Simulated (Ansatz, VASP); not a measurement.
# One calculation of Al2O3, two programs

Contents of INCAR:

```
SYSTEM = Al2O3
PREC     = Accurate       ! precision mode
ENCUT    = 520            ! plane-wave cutoff, eV
EDIFF    = 1E-8           ! SCF threshold, eV
ISMEAR   = -1             ! smearing method
SIGMA    = 0.02           ! smearing width, eV
LREAL    = .False.        ! projectors in reciprocal space
LASPH    = .True.         ! aspherical terms in the spheres
NELM     = 60             ! most SCF steps
ALGO     = Normal         ! electronic algorithm
ISIF     = 2              ! what is computed and relaxed
LWAVE    = .False.        ! write WAVECAR
LCHARG   = .False.        ! write CHGCAR
GGA      = PE             ! functional
LEFG     = .True.       
NBANDS   = 35             ! bands
```

File KPOINTS:

```
Automatic mesh
0
Gamma
  8 8 8
  0 0 0
```

File POSCAR:

```
Al2O3
1.0
    2.4025136104      1.3870918797      4.3720844159
   -2.4025136104      1.3870918797      4.3720844159
    0.0000000000     -2.7741837594      4.3720844159
Al O
4 6
Direct
    0.6479040000      0.6479040000      0.6479040000
    0.8520960000      0.8520960000      0.8520960000
    0.1479040000      0.1479040000      0.1479040000
    0.3520960000      0.3520960000      0.3520960000
    0.4438545000      0.0561455000      0.7500000000
    0.9438545000      0.2500000000      0.5561455000
    0.0561455000      0.7500000000      0.4438545000
    0.7500000000      0.4438545000      0.0561455000
    0.2500000000      0.5561455000      0.9438545000
    0.5561455000      0.9438545000      0.2500000000
```

Input for Ansatz:

```yaml
crystal:
  lattice:
    - [2.4025136104, 1.3870918797, 4.3720844159]
    - [-2.4025136104, 1.3870918797, 4.3720844159]
    - [0.0, -2.7741837594, 4.3720844159]
  atoms:
    - { symbol: Al, position: [0.647904, 0.647904, 0.647904] }
    - { symbol: Al, position: [0.852096, 0.852096, 0.852096] }
    - { symbol: Al, position: [0.147904, 0.147904, 0.147904] }
    - { symbol: Al, position: [0.352096, 0.352096, 0.352096] }
    - { symbol: O, position: [0.4438545, 0.0561455, 0.75] }
    - { symbol: O, position: [0.9438545, 0.25, 0.5561455] }
    - { symbol: O, position: [0.0561455, 0.75, 0.4438545] }
    - { symbol: O, position: [0.75, 0.4438545, 0.0561455] }
    - { symbol: O, position: [0.25, 0.5561455, 0.9438545] }
    - { symbol: O, position: [0.5561455, 0.9438545, 0.25] }
kpoints:
  mp_grid: { grid: [8, 8, 8] }
scf:
  occupations: { method: fermi_dirac, width: 0.02 }
hamiltonian:
  xc: pbe
  pseudopotentials: { kind: paw, frozen_core: stored }
output:
  forces: true
  stress: true
  populations: true
  efg: { quadrupole_moments_barn: { Al: 0.1466, O: -0.02558 } }
  write_density: true
  write_potential: true
  elf: true
  volumetric_format: npy
```

Alike in both runs: task electric field gradients; functional PBE; k mesh 8 × 8 × 8; occupations fermi-dirac, width 0.02 eV; no spin polarisation.

|  | VASP | Ansatz |
| --- | --- | --- |
| version | VASP 6.6.1 | Ansatz 0.2.0 |
| potentials or method | VASP PAW PBE potentials, release 64 (Al, O) | plane-wave PAW, scalar-relativistic |
| plane-wave cutoff (eV) | 520 | 420 |
| valence electrons in the cell | 48 | 48 |

|  | VASP | Ansatz | Ansatz less VASP |
| --- | --- | --- | --- |
| gap on the k mesh at the Fermi level (eV) | 5.88 | 5.88 | +0.003 |
| pressure (GPa) | 0.3 | 0.5 | +0.17 |
| traceless stress, the component that is largest in VASP (GPa) | -0.07 | -0.05 | +0.025 |
| rms of the force components (eV/Å) | 0.005 | 0.005 | -0.0009 |
| size of Vzz on the site where it differs most (V/Å²) | 39.0 | 41.1 | +2.13 |

Atom by atom the forces differ by 0.001 eV/Å (rms over components).
